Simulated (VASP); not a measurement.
# MnCl3F in VASP: single point with r2SCAN

Aim: the single point of MnCl3F with r2SCAN.

All numbers are computed with VASP 6.6.1; they aren't measurements. Logs are shortened: lines on timing, memory, paths and dates and some standing lists are left out, and cuts for length are marked.

## (1) The cell of the first run

The typed cell holds 10 atoms: a = 6.443 Å, b = 6.443 Å, c = 5.369 Å, α = 90.00°, β = 90.00°, γ = 60.00°.

## (2) Single point, r2SCAN

Input file POSCAR:

```
MnCl3F
1.0
    3.2215280700      5.5798465200      0.0000000000
   -3.2215280700      5.5798465200      0.0000000000
    0.0000000000      0.0000000000      5.3690644500
Cl F Mn
6 2 2
Direct
    0.1590000000      0.1590000000      0.2500000000
    0.8410000000      0.3180000000      0.7500000000
    0.6820000000      0.1590000000      0.2500000000
    0.8410000000      0.8410000000      0.7500000000
    0.1590000000      0.6820000000      0.2500000000
    0.3180000000      0.8410000000      0.7500000000
    0.3333000000      0.3334000000      0.7500000000
    0.6666000000      0.6667000000      0.2500000000
    0.0000000000      0.0000000000      0.0000000000
    0.0000000000      0.0000000000      0.5000000000
```

Input file INCAR.step1:

```
SYSTEM = MnCl3F
PREC = Accurate
ENCUT = 520
ISMEAR = -5
SIGMA = 0.1
LREAL = .False.
LASPH = .True.
NELM = 100
LMAXMIX = 4
NBANDS = 52
GGA = PE
ALGO = Normal
EDIFF = 1E-4
LWAVE = .True.
LCHARG = .False.
```

Input file INCAR.step2:

```
SYSTEM = MnCl3F
PREC = Accurate
ENCUT = 520
EDIFF = 1E-6
ISMEAR = -5
SIGMA = 0.1
LREAL = .False.
LASPH = .True.
NELM = 100
ALGO = Normal
ISIF = 2
LWAVE = .False.
LCHARG = .False.
LMAXMIX = 4
METAGGA = R2SCAN
LMIXTAU = .True.
LORBIT = 11
NBANDS = 52
ISTART = 1
```

Input file KPOINTS:

```
regular mesh
0
Gamma
  5 5 5
  0 0 0
```

Potentials or basis: VASP PAW PBE potentials, release 64 (Cl, F, Mn_pv).

On the command line:

```bash
> cat potpaw_PBE.64/Cl/POTCAR potpaw_PBE.64/F/POTCAR potpaw_PBE.64/Mn_pv/POTCAR > POTCAR
> cp INCAR.step1 INCAR
> mpirun -np 1 vasp_std > vasp.out
> cp INCAR.step2 INCAR
> mpirun -np 1 vasp_std > vasp.out
```

OUTCAR:

```text
SYSTEM = MnCl3F
   PREC = Accurate
   ENCUT = 520
   EDIFF = 1E-6
   ISMEAR = -5
   LREAL = .False.
   LASPH = .True.
   NELM = 100
   ISIF = 2
   METAGGA = R2SCAN
   LORBIT = 11
   ISTART = 1

 ion  position               nearest neighbor table
   1  0.159  0.159  0.250-   9 2.22  10 2.22
   2  0.841  0.318  0.750-   9 2.22  10 2.22
   3  0.682  0.159  0.250-   9 2.22  10 2.22
   4  0.841  0.841  0.750-   9 2.22  10 2.22
   5  0.159  0.682  0.250-   9 2.22  10 2.22
   6  0.318  0.841  0.750-   9 2.22  10 2.22
   7  0.333  0.333  0.750-
   8  0.667  0.667  0.250-
   9  0.000  0.000  0.000-   1 2.22   4 2.22   3 2.22   2 2.22   5 2.22   6 2.22  10 2.68  10 2.68

  10  0.000  0.000  0.500-   1 2.22   4 2.22   3 2.22   2 2.22   5 2.22   6 2.22   9 2.68   9 2.68

  LATTYP: Found a hexagonal cell.
 ALAT       =     6.4430528705
 C/A-ratio  =     0.8333106305

  Lattice vectors:

 A1 = (   3.2215280700,  -5.5798465200,   0.0000000000)
 A2 = (   3.2215280700,   5.5798465200,   0.0000000000)
 A3 = (   0.0000000000,   0.0000000000,   5.3690644500)

Analysis of symmetry for initial positions (statically):
=====================================================================
 Subroutine PRICEL returns:
 Original cell was already a primitive cell.

 Routine SETGRP: Setting up the symmetry group for a
 hexagonal supercell.

 Subroutine GETGRP returns: Found  4 space group operations
 (whereof  2 operations were pure point group operations)
 out of a pool of 24 trial point group operations.

The static configuration has the point symmetry C_2 .
 The point group associated with its full space group is C_2v.

Analysis of symmetry for dynamics (positions and initial velocities):
=====================================================================
 Subroutine PRICEL returns:
 Original cell was already a primitive cell.

 Routine SETGRP: Setting up the symmetry group for a
 hexagonal supercell.

 Subroutine GETGRP returns: Found  4 space group operations
 (whereof  2 operations were pure point group operations)
 out of a pool of 24 trial point group operations.

The dynamic configuration has the point symmetry C_2 .
 The point group associated with its full space group is C_2v.

 Subroutine INISYM returns: Found  4 space group operations
 (whereof  2 operations are pure point group operations),
 and found     1 'primitive' translations

----------------------------------------------------------------------------------------

                                     Primitive cell

  volume of cell :     193.0247

  direct lattice vectors                    reciprocal lattice vectors
     3.221528070  5.579846520  0.000000000     0.155205849  0.089608199  0.000000000
    -3.221528070  5.579846520  0.000000000    -0.155205849  0.089608199  0.000000000
     0.000000000  0.000000000  5.369064450     0.000000000  0.000000000  0.186252188

  length of vectors
     6.443052871  6.443052871  5.369064450     0.179216308  0.179216308  0.186252188

  position of ions in fractional coordinates (direct lattice)
     0.159000000  0.159000000  0.250000000
     0.841000000  0.318000000  0.750000000
     0.682000000  0.159000000  0.250000000
     0.841000000  0.841000000  0.750000000
     0.159000000  0.682000000  0.250000000
     0.318000000  0.841000000  0.750000000
     0.333300000  0.333400000  0.750000000
     0.666600000  0.666700000  0.250000000
     0.000000000  0.000000000  0.000000000
     0.000000000  0.000000000  0.500000000

  ion indices of the primitive-cell ions
   primitive index   ion index
                 1           1
                 2           2
                 3           3
                 4           4
                 5           5
                 6           6
                 7           7
                 8           8
                 9           9
                10          10

----------------------------------------------------------------------------------------

 KPOINTS: regular mesh

Automatic generation of k-mesh.
 Grid dimensions read from file:
 generate k-points for:    5    5    5

 Generating k-lattice:

  Cartesian coordinates                     Fractional coordinates (reciprocal lattice)
     0.031041170  0.017921640  0.000000000     0.200000000 -0.000000000  0.000000000
    -0.031041170  0.017921640  0.000000000    -0.000000000  0.200000000  0.000000000
     0.000000000  0.000000000  0.037250438     0.000000000  0.000000000  0.200000000

  Length of vectors
     0.035843262  0.035843262  0.037250438

  Shift w.r.t. Gamma in fractional coordinates (k-lattice)
     0.000000000  0.000000000  0.000000000

 TETIRR: Found    189 inequivalent tetrahedra from      750

 Subroutine IBZKPT returns following result:
 ===========================================

 Found     27 irreducible k-points:

 Following reciprocal coordinates:
            Coordinates               Weight
  0.000000  0.000000  0.000000      1.000000
  0.200000 -0.000000  0.000000      4.000000
  0.200000  0.200000  0.000000      2.000000
  0.400000  0.000000  0.000000      4.000000
  0.400000  0.400000  0.000000      2.000000
  0.400000  0.200000  0.000000      4.000000
[... 16 lines left out ...]
  0.400000  0.400000  0.400000      4.000000
  0.400000  0.200000  0.400000      8.000000
 [... further k-points ...]
   k-points           NKPTS =     27   k-points in BZ     NKDIM =     27   number of bands    NBANDS=     52
   number of dos      NEDOS =    301   number of ions     NIONS =     10
   total plane-waves  NPLWV =  92160
   dimension x,y,z NGX =    48 NGY =   48 NGZ =   40
   dimension x,y,z NGXF=    96 NGYF=   96 NGZF=   80
   ions per type =               6   2   2
   NGX,Y,Z   is equivalent  to a cutoff of  12.39, 12.39, 12.39 a.u.
   NGXF,Y,Z  is equivalent  to a cutoff of  24.77, 24.77, 24.77 a.u.
 SYSTEM =  MnCl3F
   PREC   = accura    normal or accurate (medium, high low for compatibility)
   ISTART =      1    job   : 0-new  1-cont  2-samecut
   ICHARG =      0    charge: 1-file 2-atom 10-const
   ISPIN  =      1    spin polarized calculation?
   LNONCOLLINEAR =      F non collinear calculations
   LSORBIT =      F    spin-orbit coupling
   LASPH  =      T    aspherical Exc in radial PAW
   ENCUT  =  520.0 eV  38.22 Ry    6.18 a.u.  11.98 11.98  9.98*2*pi/ulx,y,z
   NELM   =    100;   NELMIN=  2; NELMDL=  0     # of ELM steps
   EDIFF  = 0.1E-05   stopping-criterion for ELM
   LREAL  =      F    real-space projection
   EDIFFG = 0.1E-04   stopping-criterion for IOM
   NSW    =      0    number of steps for IOM
   IBRION =     -1    ionic relax: 0-MD 1-quasi-New 2-CG
   NFREE  =      0    steps in history (QN), initial steepest desc. (CG)
   ISIF   =      2    stress and relaxation
   ISYM   =      2    0-nonsym 1-usesym 2-fastsym
   POTIM  = 0.5000    time-step for ionic-motion
   TEBEG  =    0.0;   TEEND  =   0.0 temperature during run
   PSTRESS=    0.0 pullay stress
   NELECT =      82.0000    total number of electrons
   NUPDOWN=      -1.0000    fix difference up-down
   EMIN   =  10.00;   EMAX   =-10.00  energy-range for DOS
   EFERMI =   0.00;   METHOD = LEGACY
   ISMEAR =    -5;   SIGMA  =   0.10  broadening in eV -4-tet -1-fermi 0-gaus
   EFERMI_NEDOS =   21; number of points for ismear=-14 and -15
   IALGO  =     38    algorithm
   IMIX   =      4    mixing-type and parameters
     AMIX     =   0.40;   BMIX     =  1.00
     AMIX_MAG =   1.60;   BMIX_MAG =  1.00
  volume/ion in A,a.u.               =      19.30       130.26
  Fermi-wavevector in a.u.,A,eV,Ry     =   1.230671  2.325630 20.606708  1.514550
  Thomas-Fermi vector in A             =   2.365510
   LORBIT       =     11    0 simple, 1 ext, 2 COOP (PROOUT), +10 PAW based schemes
   METAGGA = R2SCAN    functional components
   LHFCALC =     F    Hartree Fock is set to
   AEXX    =    0.0000 exact exchange contribution
   IVDW    =     0    specifies the selected vdW correction
   LEPSILON=     F    determine dielectric tensor
   LRPA    =     F    only Hartree local field effects (RPA)
 non-spin polarized calculation
 Fermi weights with tetrahedron method with Bloechl corrections
  energy-cutoff  :      520.00
  volume of cell :      193.02
 maximum number of plane-waves:      5217
   NGX = 23   NGY = 23   NGZ = 19

 number of electron      82.0000024 magnetization

 Free energy of the ion-electron system (eV)
  ---------------------------------------------------
  ext. energy  EPLUGINS =         0.00000000
  ---------------------------------------------------
  free energy    TOTEN  =       -78.06248860 eV

  energy without entropy =      -78.06248860  energy(sigma->0) =      -78.06248860

 E-fermi :   0.9617     XC(G=0):  -9.7145

 val. band max:        0.9674511803   @ k =   0.0000   0.0000   0.4000
 cond. band min:       0.9521780776   @ k =   0.4000   0.4000   0.4000
 fundamental gap:     -0.0152731027
 Fermi energy:         0.9617155767

 k-point     1 :       0.0000    0.0000    0.0000
  band No.  band energies     occupation
      1     -49.4329      2.00000
      2     -49.2321      2.00000
      3     -49.1908      2.00000
      4     -49.1904      2.00000
      5     -49.1658      2.00000
      6     -49.1654      2.00000
[... 44 lines left out ...]
     51       9.6179      0.00000
     52      10.4600      0.00000
[... 1263 lines left out ...]
     51      10.5954      0.00000
     52      10.8992      0.00000

 [... further k-points ...]

------------------------ aborting loop because EDIFF is reached ----------------------------------------

  FORCE on cell =-STRESS in cart. coord.  units (eV):
  Direction    XX          YY          ZZ          XY          YZ          ZX
  --------------------------------------------------------------------------------------
  -------------------------------------------------------------------------------------
  Total       -2.0663683     -2.0261270     -0.7255554      0.0000000      0.0000000      0.0000000
  in kB      -17.1516350    -16.8176174     -6.0223829      0.0000000      0.0000000      0.0000000
  external PRESSURE =     -13.3305451 kB  Pullay stress =       0.0000000 kB

 VOLUME and BASIS-vectors are now :
 -----------------------------------------------------------------------------
  energy-cutoff  :      520.00
  volume of cell :      193.02
      direct lattice vectors                 reciprocal lattice vectors
     3.221528070  5.579846520  0.000000000     0.155205849  0.089608199  0.000000000
    -3.221528070  5.579846520  0.000000000    -0.155205849  0.089608199  0.000000000
     0.000000000  0.000000000  5.369064450     0.000000000  0.000000000  0.186252188

 POSITION                                       TOTAL-FORCE (eV/Angst)
 -----------------------------------------------------------------------------------
      0.00000      1.77439      1.34227        -0.001114     -0.024784     -0.000000
      1.68486      6.46704      4.02680         0.022326     -0.014425      0.000000
      1.68486      4.69265      1.34227         0.022326      0.014425      0.000000
      0.00000      9.38530      4.02680        -0.001114      0.024784      0.000000
     -1.68486      4.69265      1.34227        -0.021083      0.011354      0.000000
     -1.68486      6.46704      4.02680        -0.021083     -0.011354     -0.000000
     -0.00032      3.72008      4.02680         0.000449      0.000463      0.000000
     -0.00032      7.43961      1.34227         0.000449     -0.000463      0.000000
      0.00000      0.00000      0.00000        -0.000578      0.000000      0.000000
      0.00000      0.00000      2.68453        -0.000578      0.000000      0.000000
 -----------------------------------------------------------------------------------
    total drift:                                0.003212     -0.000000     -0.000000

  FREE ENERGIE OF THE ION-ELECTRON SYSTEM (eV)
  ---------------------------------------------------
  free  energy   TOTEN  =       -78.0624885975 eV

  energy  without entropy=      -78.0624885975  energy(sigma->0) =      -78.06248860

 total charge

# of ion       s       p       d       tot
------------------------------------------
    1        1.629   3.469   0.000   5.098
    2        1.629   3.468   0.000   5.097
    3        1.629   3.468   0.000   5.097
    4        1.629   3.469   0.000   5.098
    5        1.629   3.469   0.000   5.097
    6        1.629   3.469   0.000   5.097
    7        1.746   4.222   0.000   5.968
    8        1.746   4.222   0.000   5.968
    9        0.335   6.379   5.070  11.784
   10        0.335   6.379   5.070  11.784
--------------------------------------------------
tot         13.934  42.013  10.140  66.088
```

Run time: 25 min. Hardware: 1 thread of Intel Xeon 6975P-C (Granite Rapids), shared host; peak memory 0.48 GiB.

Results:

| Property | Result |
| --- | --- |
| Free energy | -78.0625 eV |
| Pressure | -1.3 GPa |
| Largest force | 0.027 eV/Å |
| Band gap on the k mesh | zero (bands 41 and 42 overlap by 0.02 eV) |
| Valence electrons inside the program's atomic spheres | Cl 5.10; F 5.97; Mn 11.78 |

Forces in eV/Å, atoms in the order of the input:
```
Cl  -0.001 -0.025  0.000
Cl   0.022 -0.014  0.000
Cl   0.022  0.014  0.000
Cl  -0.001  0.025  0.000
Cl  -0.021  0.011  0.000
Cl  -0.021 -0.011  0.000
F    0.000  0.000  0.000
F    0.000  0.000  0.000
Mn  -0.001  0.000  0.000
Mn  -0.001  0.000  0.000
```

Stress tensor (GPa, compression positive):
```
-1.72  0.00  0.00
 0.00 -1.68  0.00
 0.00  0.00 -0.60
```

Caveat: the PAW data sets were made with another functional, which shifts forces and pressure a little; the run has no spin polarisation, though such a crystal can be magnetic; semilocal functionals often make such compounds metallic where correlation or magnetic order opens a gap, which also shifts bond lengths; tetrahedron occupations give inexact forces and stress in metals.
